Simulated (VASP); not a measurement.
TiO2:

```
Ti O
1.0
    -1.89961    1.89961    4.84885
     1.89961   -1.89961    4.84885
     1.89961    1.89961   -4.84885
Ti O
2 4
Direct
  0.00000 0.00000 0.00000
  0.75000 0.25000 0.50000
  0.95648 0.45648 0.50000
  0.20648 0.20648 0.00000
  0.54352 0.04352 0.50000
  0.79352 0.79352 0.00000
```

```yaml
Program: VASP 6.6.1
Task: relaxation of cell and atoms
Functional: PBEsol
Potentials_or_basis: VASP PAW PBE potentials, release 64 (Ti_sv, O)
Cutoff: 600 eV
k_mesh: 8 × 8 × 8
Occupations: fermi-dirac, width 0.02 eV
Spin: no spin polarisation
```

At the start: pressure -5.5 GPa; volume 11.66 Å³/atom.

Question: How do energy, volume and symmetry change on relaxing?

Answer: Over 14 steps the energy falls by 5.5 meV/atom and the volume is 11.33 Å³/atom (-2.9 %); space group I4_1/amd (No. 141, to 0.1 Å) before and after.

Step by step:
```
step  energy change (eV)  largest force (eV/Å)  pressure (GPa)  volume (Å³)
   1              0.0000                0.0879           -5.49        69.99
   2              0.0216                0.3294            7.76        66.02
   3             -0.0315                0.0834           -0.10        68.22
   4             -0.0315                0.0871            0.01        68.19
   5             -0.0323                0.0199            0.07        68.11
   6             -0.0323                0.0172            0.07        68.10
   7             -0.0326                0.0102           -0.07        68.13
   8             -0.0328                0.0022           -0.38        68.19
   9             -0.0330                0.0030           -0.27        68.14
  10             -0.0332                0.0121           -0.05        68.06
  11             -0.0330                0.0311            0.38        67.89
  12             -0.0332                0.0172            0.06        68.01
  13             -0.0332                0.0124            0.05        68.01
  14             -0.0332                0.0003            0.04        67.99
```

Final structure:
```
Ti O
1.0
    -1.88601    1.88601    4.77832
     1.88601   -1.88601    4.77832
     1.88601    1.88601   -4.77832
Ti O
2 4
Direct
  0.00000 0.00000 0.00000
  0.75000 0.25000 0.50000
  0.95759 0.45759 0.50000
  0.20759 0.20759 0.00000
  0.54241 0.04241 0.50000
  0.79241 0.79241 0.00000
```

Caveat: the PAW data sets were made with another functional, which shifts forces and pressure a little.
